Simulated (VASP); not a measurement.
Here is a VASP 6.6.1 calculation.

File INCAR:

```
ALGO     = Fast           # electronic algorithm
EDIFF    = 1E-7           # SCF threshold, eV
ENCUT    = 520            # plane-wave cutoff, eV
GGA      = PS             # functional
ISIF     = 2              # what is computed and relaxed
ISMEAR   = 0              # smearing method
LASPH    = T              # aspherical terms in the spheres
LCHARG   = T              # write CHGCAR
LELF     = T              # ELF
LREAL    = F              # projectors in reciprocal space
LVHAR    = T            
LWAVE    = F              # write WAVECAR
NBANDS   = 14             # bands
NELM     = 100            # most SCF steps
PREC     = Accurate       # precision mode
SIGMA    = 0.15           # smearing width, eV
```

File KPOINTS:

```
k-points
0
Gamma
  18 18 10
```

File POSCAR:

```
TiAl
1.0
    2.7812443657      0.0000000000      0.0000000000
   -1.3906221828      2.4086282748      0.0000000000
    0.0000000000      0.0000000000      4.6780830000
Ti Al
1 1
Direct
    0.0000000000      0.0000000000      0.0000000000
    0.3333333333      0.6666666667      0.5000000000
```

Potentials or basis: VASP PAW PBE potentials, release 64 (Ti_sv, Al).

Launch:

```sh
$ cat potpaw_PBE.64/Ti_sv/POTCAR potpaw_PBE.64/Al/POTCAR > POTCAR
$ mpirun -np 1 vasp_std > vasp.out
```

**Question.** Estimate the pressure.

**Answer.** 3.8 GPa.

Stress tensor (GPa, compression positive):
```
5.61 0.00 0.00
0.00 5.61 0.00
0.00 0.00 0.05
```

Caveat: the cell differs from its parent crystal (strain -0.030 along x and y, +0.000 along z); the PAW data sets were made with another functional, which shifts forces and pressure a little.
